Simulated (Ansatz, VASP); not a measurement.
Two plane-wave programs on V3Si

The input POSCAR:

```
V3Si
1.0
    4.7825271900      0.0000000000      0.0000000000
    0.0000000000      4.7825271900      0.0000000000
    0.0000000000      0.0000000000      4.7825271900
Si V
2 6
Direct
    0.0000000000      0.0000000000      0.0000000000
    0.5000000000      0.5000000000      0.5000000000
    0.2500000000      0.0000000000      0.5000000000
    0.5000000000      0.7500000000      0.0000000000
    0.7500000000      0.0000000000      0.5000000000
    0.5000000000      0.2500000000      0.0000000000
    0.0000000000      0.5000000000      0.7500000000
    0.0000000000      0.5000000000      0.2500000000
```

INCAR.step1

```
SYSTEM = V3Si
PREC     = Accurate       ! precision mode
ENCUT    = 550            ! plane-wave cutoff, eV
ISMEAR   = -1             ! smearing method
SIGMA    = 0.1            ! smearing width, eV
LREAL    = .False.        ! projectors in reciprocal space
LASPH    = .True.         ! aspherical terms in the spheres
NELM     = 200            ! most SCF steps
LMAXMIX  = 4              ! l up to which the mixer works
LDAU     = .True.         ! DFT+U
LDAUTYPE = 1            
LDAUL    = -1 2           ! shell
LDAUU    = 0 3.52         ! U, eV
LDAUJ    = 0 0.56       
NBANDS   = 53             ! bands
GGA      = PE             ! functional
ALGO     = Normal         ! electronic algorithm
EDIFF    = 1E-5           ! SCF threshold, eV
LWAVE    = .True.         ! write WAVECAR
LCHARG   = .False.        ! write CHGCAR
GGA_COMPAT= .False.
```

INCAR.step2

```
SYSTEM = V3Si
PREC     = Accurate       ! precision mode
ENCUT    = 550            ! plane-wave cutoff, eV
EDIFF    = 1E-6           ! SCF threshold, eV
ISMEAR   = -1             ! smearing method
SIGMA    = 0.1            ! smearing width, eV
LREAL    = .False.        ! projectors in reciprocal space
LASPH    = .True.         ! aspherical terms in the spheres
NELM     = 200            ! most SCF steps
ALGO     = Normal         ! electronic algorithm
ISIF     = 2              ! what is computed and relaxed
LWAVE    = .False.        ! write WAVECAR
LCHARG   = .False.        ! write CHGCAR
LMAXMIX  = 4              ! l up to which the mixer works
LDAU     = .True.         ! DFT+U
LDAUTYPE = 1            
LDAUL    = -1 2           ! shell
LDAUU    = 0 3.52         ! U, eV
LDAUJ    = 0 0.56       
LDAUPRINT= 1            
METAGGA  = R2SCAN         ! meta-GGA
LMIXTAU  = .True.       
NBANDS   = 53             ! bands
ISTART   = 1            
GGA_COMPAT= .False.
```

KPOINTS

```
Automatic mesh
0
Gamma
  7 7 7
  0 0 0
```

Input for Ansatz:

```yaml
crystal:
  lattice:
    - [4.78252719, 0.0, 0.0]
    - [0.0, 4.78252719, 0.0]
    - [0.0, 0.0, 4.78252719]
  atoms:
    - { symbol: Si, position: [0.0, 0.0, 0.0] }
    - { symbol: Si, position: [0.5, 0.5, 0.5] }
    - { symbol: V, position: [0.25, 0.0, 0.5] }
    - { symbol: V, position: [0.5, 0.75, 0.0] }
    - { symbol: V, position: [0.75, 0.0, 0.5] }
    - { symbol: V, position: [0.5, 0.25, 0.0] }
    - { symbol: V, position: [0.0, 0.5, 0.75] }
    - { symbol: V, position: [0.0, 0.5, 0.25] }
  symmetry: { tolerance: 0.0003 }
kpoints:
  mp_grid: { grid: [7, 7, 7], shift: [0, 0, 0] }
  band_path:
    path:
      - [0.0, 0.0, 0.0]
      - [0.0, 0.5, 0.0]
      - [0.5, 0.5, 0.0]
      - [0.0, 0.0, 0.0]
      - [0.5, 0.5, 0.5]
      - [0.0, 0.5, 0.0]
      - [0.5, 0.5, 0.5]
      - [0.5, 0.5, 0.0]
    npoints: 8
magnetization:
  spin_polarized: false
scf:
  occupations: { method: fermi_dirac }
  lower_state_search: "off"
  max_iter: 200
hamiltonian:
  pseudopotentials: { kind: paw }
  xc: r2scan
  hubbard:
    projectors: all-electron-ortho-atomic
    sites: [{ species: V, l: d, u: 3.52, j: 0.56 }]
basis:
  ecutwfc: 500
  fft_grid_basis: typed
output:
  forces: true
  stress: true
  eigenvalues: true
  bader: true
  populations: true
  elf: true
  write_potential: true
  volumetric_format: npy
  dos:
    e_range: [-12, 8]
    de: 0.05
    projected: { site_lists: { Si: [Si], V: [V] } }
checkpoint:
  read: saved_state
```

Alike in both runs: task single point; functional r2SCAN; k mesh 7 × 7 × 7; no spin polarisation; Hubbard terms V d U = 3.52 eV, J = 0.56 eV.

|  | VASP | Ansatz |
| --- | --- | --- |
| version | VASP 6.6.1 | Ansatz 0.2.0 |
| potentials or method | VASP PAW PBE potentials, release 64 (Si, V_sv), cutoff 550 eV | PAW plane waves |
| occupations | fermi-dirac, width 0.1 eV | fermi-dirac |
| valence electrons in the cell | 86 | 86 |

Ansatz gave:

- pressure (GPa): -8.3

Question: Which values does VASP return?

Answer: Pressure (GPa): -4.7.

VASP's potentials were made for PBE, not for r2SCAN. The programs project onto different local orbitals, so the same U acts differently, and such runs can settle in different states. Ansatz's warnings: filled band counts differ across k points.
